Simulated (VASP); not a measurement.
# PbSe (Fmm2) in VASP: notebook

The runs below take PbSe through single point, with PBE.

Program: VASP 6.6.1. These are calculated values, not measurements. Logs are shortened: lines on timing, memory, paths and dates and some standing lists are left out, and cuts for length are marked.

## 1. The cell of the first run

It takes space group Fmm2 (No. 42, orthorhombic). The conventional cell has a = 6.236 Å, b = 23.999 Å, c = 6.236 Å, α = 90.00°, β = 90.00°, γ = 90.00°. Within 3.7 Å of Pb (site symmetry m) lie 5 Se at 2.83 to 3.12 Å. Within 3.7 Å of Se (site symmetry m) lie 5 Pb at 2.83 to 3.12 Å.

## 2. Single point, PBE

Input file INCAR:

```
SYSTEM = PbSe
PREC     = Accurate       ! precision mode
ENCUT    = 520            ! plane-wave cutoff, eV
EDIFF    = 1E-7           ! SCF threshold, eV
ISMEAR   = 0              ! smearing method
SIGMA    = 0.05           ! smearing width, eV
LREAL    = .False.        ! projectors in reciprocal space
LASPH    = .True.         ! aspherical terms in the spheres
NELM     = 100            ! most SCF steps
ALGO     = Normal         ! electronic algorithm
ISIF     = 2              ! what is computed and relaxed
LWAVE    = .False.        ! write WAVECAR
LCHARG   = .False.        ! write CHGCAR
GGA      = PE             ! functional
NBANDS   = 28             ! bands
```

Input file KPOINTS:

```
regular mesh
0
Gamma
  8 8 8
  0 0 0
```

Input file POSCAR:

```
PbSe
1.0
    0.0000000000     11.9993675250      3.1177649905
    3.1178263516      0.0000000000      3.1177649905
    3.1178263516     11.9993675250      0.0000000000
Pb Se
2 2
Direct
    0.1843482416      0.7995424792      0.2004575208
    0.7995424792      0.1843482416      0.8156517584
    0.6808754931      0.3012347862      0.6987652138
    0.3012347862      0.6808754931      0.3191245069
```

Potentials or basis: VASP PAW PBE potentials, release 64 (Pb_d, Se).

Started as:

```sh
$ cat potpaw_PBE.64/Pb_d/POTCAR potpaw_PBE.64/Se/POTCAR > POTCAR
$ mpirun -np 1 vasp_std > vasp.out
```

OUTCAR:

```text
SYSTEM = PbSe
   PREC = Accurate
   ENCUT = 520
   EDIFF = 1E-7
   ISMEAR = 0
   LREAL = .False.
   LASPH = .True.
   NELM = 100
   ISIF = 2
   GGA = PE

 ion  position               nearest neighbor table
   1  0.184  0.800  0.200-   4 2.83   3 3.11   3 3.12   3 3.12   3 3.12
   2  0.800  0.184  0.816-   3 2.83   4 3.11   4 3.12   4 3.12   4 3.12
   3  0.681  0.301  0.699-   2 2.83   1 3.11   1 3.12   1 3.12   1 3.12
   4  0.301  0.681  0.319-   1 2.83   2 3.11   2 3.12   2 3.12   2 3.12

  LATTYP: Found a base centered monoclinic cell.
 ALAT       =    24.4004217934
 B/A-ratio  =     0.1807029797
 C/A-ratio  =     0.1807029797
 COS(beta)  =    -0.1807029797

  Lattice vectors:

 A1 = (   3.1178263516,  11.9993675250,   0.0000000000)
 A2 = (   0.0000000000,  11.9993675250,  -3.1177649905)
 A3 = (  -3.1178263516,   0.0000000000,   3.1177649905)

Analysis of symmetry for initial positions (statically):
=====================================================================
 Subroutine PRICEL returns:
 Original cell was already a primitive cell.

 Routine SETGRP: Setting up the symmetry group for a
 base centered monoclinic supercell.

 Subroutine GETGRP returns: Found  1 space group operations
 (whereof  1 operations were pure point group operations)
 out of a pool of  4 trial point group operations.

The static configuration has the point symmetry C_1 .

Analysis of symmetry for dynamics (positions and initial velocities):
=====================================================================
 Subroutine PRICEL returns:
 Original cell was already a primitive cell.

 Routine SETGRP: Setting up the symmetry group for a
 base centered monoclinic supercell.

 Subroutine GETGRP returns: Found  1 space group operations
 (whereof  1 operations were pure point group operations)
 out of a pool of  4 trial point group operations.

The dynamic configuration has the point symmetry C_1 .

 Subroutine INISYM returns: Found  1 space group operations
 (whereof  1 operations are pure point group operations),
 and found     1 'primitive' translations

----------------------------------------------------------------------------------------

                                     Primitive cell

  volume of cell :     233.2833

  direct lattice vectors                    reciprocal lattice vectors
     0.000000000 11.999367525  3.117764990    -0.160368136  0.041668863  0.160371292
     3.117826352  0.000000000  3.117764990     0.160368136 -0.041668863  0.160371292
     3.117826352 11.999367525  0.000000000     0.160368136  0.041668863 -0.160371292

  length of vectors
    12.397793333  4.409228923 12.397808764     0.230593115  0.230593115  0.230593115

  position of ions in fractional coordinates (direct lattice)
     0.184348242  0.799542479  0.200457521
     0.799542479  0.184348242  0.815651758
     0.680875493  0.301234786  0.698765214
     0.301234786  0.680875493  0.319124507

  ion indices of the primitive-cell ions
   primitive index   ion index
                 1           1
                 2           2
                 3           3
                 4           4

----------------------------------------------------------------------------------------

 KPOINTS: regular mesh

Automatic generation of k-mesh.
 Grid dimensions read from file:
 generate k-points for:    8    8    8

 Generating k-lattice:

  Cartesian coordinates                     Fractional coordinates (reciprocal lattice)
    -0.020046017  0.005208608  0.020046412     0.125000000  0.000000000 -0.000000000
     0.020046017 -0.005208608  0.020046412     0.000000000  0.125000000  0.000000000
     0.020046017  0.005208608 -0.020046412    -0.000000000  0.000000000  0.125000000

  Length of vectors
     0.028824139  0.028824139  0.028824139

  Shift w.r.t. Gamma in fractional coordinates (k-lattice)
     0.000000000  0.000000000  0.000000000

 Subroutine IBZKPT returns following result:
 ===========================================

 Found    260 irreducible k-points:

 Following reciprocal coordinates:
            Coordinates               Weight
  0.000000  0.000000  0.000000      1.000000
  0.125000  0.000000  0.000000      2.000000
  0.000000  0.125000  0.000000      2.000000
 -0.125000 -0.125000 -0.125000      2.000000
 -0.000000 -0.000000  0.125000      2.000000
  0.250000  0.000000  0.000000      2.000000
[... 16 lines left out ...]
  0.375000  0.125000 -0.000000      2.000000
  0.125000  0.375000  0.000000      2.000000
 [... further k-points ...]
   k-points           NKPTS =    260   k-points in BZ     NKDIM =    260   number of bands    NBANDS=     28
   number of dos      NEDOS =    301   number of ions     NIONS =      4
   total plane-waves  NPLWV = 331776
   dimension x,y,z NGX =    96 NGY =   36 NGZ =   96
   dimension x,y,z NGXF=   192 NGYF=   72 NGZF=  192
   ions per type =               2   2
   NGX,Y,Z   is equivalent  to a cutoff of  12.87, 13.57, 12.87 a.u.
   NGXF,Y,Z  is equivalent  to a cutoff of  25.75, 27.15, 25.75 a.u.
 SYSTEM =  PbSe
   PREC   = accura    normal or accurate (medium, high low for compatibility)
   ISTART =      0    job   : 0-new  1-cont  2-samecut
   ICHARG =      2    charge: 1-file 2-atom 10-const
   ISPIN  =      1    spin polarized calculation?
   LNONCOLLINEAR =      F non collinear calculations
   LSORBIT =      F    spin-orbit coupling
   LASPH  =      T    aspherical Exc in radial PAW
   ENCUT  =  520.0 eV  38.22 Ry    6.18 a.u.  23.05  8.20 23.05*2*pi/ulx,y,z
   NELM   =    100;   NELMIN=  2; NELMDL= -5     # of ELM steps
   EDIFF  = 0.1E-06   stopping-criterion for ELM
   LREAL  =      F    real-space projection
   EDIFFG = 0.1E-05   stopping-criterion for IOM
   NSW    =      0    number of steps for IOM
   IBRION =     -1    ionic relax: 0-MD 1-quasi-New 2-CG
   NFREE  =      0    steps in history (QN), initial steepest desc. (CG)
   ISIF   =      2    stress and relaxation
   ISYM   =      2    0-nonsym 1-usesym 2-fastsym
   POTIM  = 0.5000    time-step for ionic-motion
   TEBEG  =    0.0;   TEEND  =   0.0 temperature during run
   PSTRESS=    0.0 pullay stress
   NELECT =      40.0000    total number of electrons
   NUPDOWN=      -1.0000    fix difference up-down
   EMIN   =  10.00;   EMAX   =-10.00  energy-range for DOS
   EFERMI =   0.00;   METHOD = LEGACY
   ISMEAR =     0;   SIGMA  =   0.05  broadening in eV -4-tet -1-fermi 0-gaus
   EFERMI_NEDOS =   21; number of points for ismear=-14 and -15
   IALGO  =     38    algorithm
   IMIX   =      4    mixing-type and parameters
     AMIX     =   0.40;   BMIX     =  1.00
     AMIX_MAG =   1.60;   BMIX_MAG =  1.00
  volume/ion in A,a.u.               =      58.32       393.57
  Fermi-wavevector in a.u.,A,eV,Ry     =   0.909495  1.718696 11.254481  0.827181
  Thomas-Fermi vector in A             =   2.033546
   LORBIT       =      0    0 simple, 1 ext, 2 COOP (PROOUT), +10 PAW based schemes
   GGA     = PE    functional components
   LHFCALC =     F    Hartree Fock is set to
   AEXX    =    0.0000 exact exchange contribution
   IVDW    =     0    specifies the selected vdW correction
   LEPSILON=     F    determine dielectric tensor
   LRPA    =     F    only Hartree local field effects (RPA)
 non-spin polarized calculation
 Gauss-broadening in eV      SIGMA  =   0.05
  energy-cutoff  :      520.00
  volume of cell :      233.28
 maximum number of plane-waves:      6309
 NGX is ok and might be reduce to    96
   NGX = 45   NGY = 17   NGZ = 45

 number of electron      39.9999998 magnetization

 Free energy of the ion-electron system (eV)
  ---------------------------------------------------
  ext. energy  EPLUGINS =         0.00000000
  ---------------------------------------------------
  free energy    TOTEN  =       -16.10432457 eV

  energy without entropy =      -16.10432457  energy(sigma->0) =      -16.10432457

 E-fermi :   0.1597     XC(G=0):  -5.5845

 val. band max:       -0.1296702761   @ k =   0.3750  -0.3750   0.3750
 cond. band min:       1.4155607441   @ k =  -0.2500  -0.0000   0.2500
 fundamental gap:      1.5452310202
 Fermi energy:         0.1596964966

 k-point     1 :       0.0000    0.0000    0.0000
  band No.  band energies     occupation
      1     -16.5923      2.00000
      2     -16.5075      2.00000
      3     -16.4939      2.00000
      4     -16.4917      2.00000
      5     -16.4878      2.00000
      6     -16.4849      2.00000
[... 20 lines left out ...]
     27       5.4360      0.00000
     28       5.4360      0.00000

 k-point     2 :       0.1250    0.0000    0.0000
  band No.  band energies     occupation
      1     -16.5854      2.00000
      2     -16.5043      2.00000
      3     -16.4950      2.00000
      4     -16.4911      2.00000
      5     -16.4889      2.00000
      6     -16.4870      2.00000
[... 20 lines left out ...]
     27       4.9707      0.00000
     28       5.4277      0.00000

 k-point     3 :       0.0000    0.1250    0.0000
  band No.  band energies     occupation
      1     -16.5854      2.00000
      2     -16.5043      2.00000
      3     -16.4950      2.00000
      4     -16.4911      2.00000
      5     -16.4889      2.00000
      6     -16.4870      2.00000
[... 20 lines left out ...]
     27       4.9707      0.00000
     28       5.4277      0.00000

 k-point     4 :      -0.1250   -0.1250   -0.1250
  band No.  band energies     occupation
      1     -16.5854      2.00000
      2     -16.5043      2.00000
      3     -16.4950      2.00000
      4     -16.4911      2.00000
      5     -16.4889      2.00000
      6     -16.4870      2.00000
[... 20 lines left out ...]
     27       4.9707      0.00000
     28       5.4277      0.00000

 k-point     5 :      -0.0000   -0.0000    0.1250
  band No.  band energies     occupation
      1     -16.5854      2.00000
      2     -16.5043      2.00000
      3     -16.4950      2.00000
      4     -16.4911      2.00000
      5     -16.4889      2.00000
      6     -16.4870      2.00000
[... 20 lines left out ...]
     27       4.9707      0.00000
     28       5.4277      0.00000

 k-point     6 :       0.2500    0.0000    0.0000
  band No.  band energies     occupation
      1     -16.5675      2.00000
      2     -16.4999      2.00000
      3     -16.4982      2.00000
      4     -16.4968      2.00000
      5     -16.4934      2.00000
      6     -16.4825      2.00000
[... 463 lines left out ...]
      5     -16.4931      2.00000
      6     -16.4831      2.00000
[... 20 lines left out ...]
     27       4.6206      0.00000
     28       6.5050      0.00000

 k-point    22 :      -0.1250   -0.1250    0.1250
  band No.  band energies     occupation
      1     -16.5656      2.00000
      2     -16.5090      2.00000
      3     -16.4949      2.00000
      4     -16.4940      2.00000
      5     -16.4931      2.00000
      6     -16.4831      2.00000
[... 20 lines left out ...]
     27       4.6206      0.00000
     28       6.5050      0.00000

 k-point    23 :       0.3750    0.1250   -0.0000
  band No.  band energies     occupation
      1     -16.5490      2.00000
      2     -16.5216      2.00000
      3     -16.4997      2.00000
      4     -16.4982      2.00000
      5     -16.4898      2.00000
      6     -16.4796      2.00000
[... 20 lines left out ...]
     27       5.0418      0.00000
     28       6.3560      0.00000

 k-point    24 :       0.1250    0.3750    0.0000
  band No.  band energies     occupation
      1     -16.5490      2.00000
      2     -16.5216      2.00000
      3     -16.4997      2.00000
      4     -16.4982      2.00000
      5     -16.4898      2.00000
      6     -16.4796      2.00000
[... 20 lines left out ...]
     27       5.0418      0.00000
     28       6.3560      0.00000

 [... further k-points ...]

------------------------ aborting loop because EDIFF is reached ----------------------------------------

  FORCE on cell =-STRESS in cart. coord.  units (eV):
  Direction    XX          YY          ZZ          XY          YZ          ZX
  --------------------------------------------------------------------------------------
  -------------------------------------------------------------------------------------
  Total       -0.0113846      0.0157207     -0.0091462      0.0000463      0.0000478      0.0002328
  in kB       -0.0781890      0.1079689     -0.0628156      0.0003179      0.0003283      0.0015985
  external PRESSURE =      -0.0110119 kB  Pullay stress =       0.0000000 kB

 VOLUME and BASIS-vectors are now :
 -----------------------------------------------------------------------------
  energy-cutoff  :      520.00
  volume of cell :      233.28
      direct lattice vectors                 reciprocal lattice vectors
     0.000000000 11.999367525  3.117764990    -0.160368136  0.041668863  0.160371292
     3.117826352  0.000000000  3.117764990     0.160368136 -0.041668863  0.160371292
     3.117826352 11.999367525  0.000000000     0.160368136  0.041668863 -0.160371292

 POSITION                                       TOTAL-FORCE (eV/Angst)
 -----------------------------------------------------------------------------------
      3.11783      4.61743      3.06754         0.000055     -0.007186     -0.001226
      3.11783     19.38131      3.06754        -0.000116      0.007183     -0.001402
      3.11783     16.55482      3.06199         0.000045     -0.008826      0.001326
      3.11783      7.44392      3.06199         0.000016      0.008829      0.001302
 -----------------------------------------------------------------------------------
    total drift:                               -0.000122     -0.000005     -0.000125

  FREE ENERGIE OF THE ION-ELECTRON SYSTEM (eV)
  ---------------------------------------------------
  free  energy   TOTEN  =       -16.1043245727 eV

  energy  without entropy=      -16.1043245727  energy(sigma->0) =      -16.10432457
```

Wall time 53 min (1 thread of Intel Xeon 6975P-C (Granite Rapids), shared host); peak memory 1.7 GiB.

What came out:

```yaml
Free_energy: -16.1043 eV
Pressure: 0.0 GPa
Largest_force: 0.009 eV/Å
Band_gap_on_the_k_mesh: 1.55 eV, indirect (least direct gap 1.58 eV)
```

Forces in eV/Å, atoms in the order of the input:
```
Pb   0.000 -0.007 -0.001
Pb   0.000  0.007 -0.001
Se   0.000 -0.009  0.001
Se   0.000  0.009  0.001
```

Levels at points of the mesh, in eV from the valence-band top:
```
           k point  band 17  band 18  band 19  band 20  band 21  band 22  band 23  band 24
(0.00, 0.00, 0.00)    -2.36    -1.35    -1.35    -0.48     2.10     3.84     4.59     4.89
(0.50, 0.00, 0.00)    -0.92    -0.92    -0.14    -0.13     1.55     1.55     2.46     2.46
(0.00, 0.50, 0.00)    -0.92    -0.92    -0.14    -0.13     1.55     1.55     2.46     2.46
(0.50, 0.50, 0.50)    -0.92    -0.92    -0.14    -0.13     1.55     1.55     2.46     2.46
(0.00, 0.00, 0.50)    -0.92    -0.92    -0.14    -0.13     1.55     1.55     2.46     2.46
(0.50, 0.50, 0.00)    -2.71    -2.71    -1.39    -1.39     3.65     3.66     5.10     5.13
(0.50, 0.00, 0.50)    -2.36    -1.35    -1.35    -0.48     2.00     4.59     4.65     4.78
(0.00, 0.50, 0.50)    -2.71    -2.71    -1.39    -1.39     3.65     3.66     5.10     5.13
```

Caveat: spin-orbit coupling is left out, which moves the levels of the heavy elements. A k mesh can miss the band edges.

(Part 1 of 2 ends here.)
